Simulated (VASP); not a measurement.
Here is a VASP 6.6.1 calculation.

File POSCAR:

```
ZnS
1.0
    3.8109987816      0.0000000000      0.0000000000
   -1.9054993908      3.3004217586      0.0000000000
    0.0000000000      0.0000000000      6.2340000000
Zn S
2 2
Direct
    0.3441197071      0.6666666667      0.0000000000
    0.6558802929      0.3333333333      0.5000000000
    0.3595731738      0.6666666667      0.3850000000
    0.6404268262      0.3333333333      0.8850000000
```

INCAR.step1

```
  PREC = Accurate
  ENCUT = 520
  ISMEAR = 0
  SIGMA = 0.05
  LREAL = F
  LASPH = T
  NELM = 80
  NBANDS = 26
  GGA = PE
  ALGO = Normal
  EDIFF = 1E-4
  LWAVE = T
  LCHARG = F
```

File INCAR.step2:

```
  PREC = Accurate
  ENCUT = 520
  EDIFF = 1E-7
  ISMEAR = 0
  SIGMA = 0.05
  LREAL = F
  LASPH = T
  NELM = 80
  ALGO = Normal
  ISIF = 2
  LWAVE = F
  LCHARG = F
  METAGGA = R2SCAN
  LMIXTAU = T
  NBANDS = 26
  ISTART = 1
```

The input KPOINTS:

```
Automatic mesh
0
Gamma
  6 6 4
```

Potentials or basis: VASP PAW PBE potentials, release 64 (Zn, S).

Run with:

```bash
$ cat potpaw_PBE.64/Zn/POTCAR potpaw_PBE.64/S/POTCAR > POTCAR
$ cp INCAR.step1 INCAR
$ mpirun -np 1 vasp_std > vasp.out
$ cp INCAR.step2 INCAR
$ mpirun -np 1 vasp_std > vasp.out
```

Problem. What does it give for the pressure?

Solution. 1.1 GPa.

Problem. What does it give for the band gap on the k mesh?

Solution. 2.78 eV.

Problem. Estimate the largest force.

Solution. 1.204 eV/Å.

Stress tensor (GPa, compression positive):
```
 2.45 -4.03  0.00
-4.03  1.44  0.00
 0.00  0.00 -0.72
```

Caveat: the cell differs from its parent crystal (atoms displaced along a vibrational mode); the PAW data sets were made with another functional, which shifts forces and pressure a little.
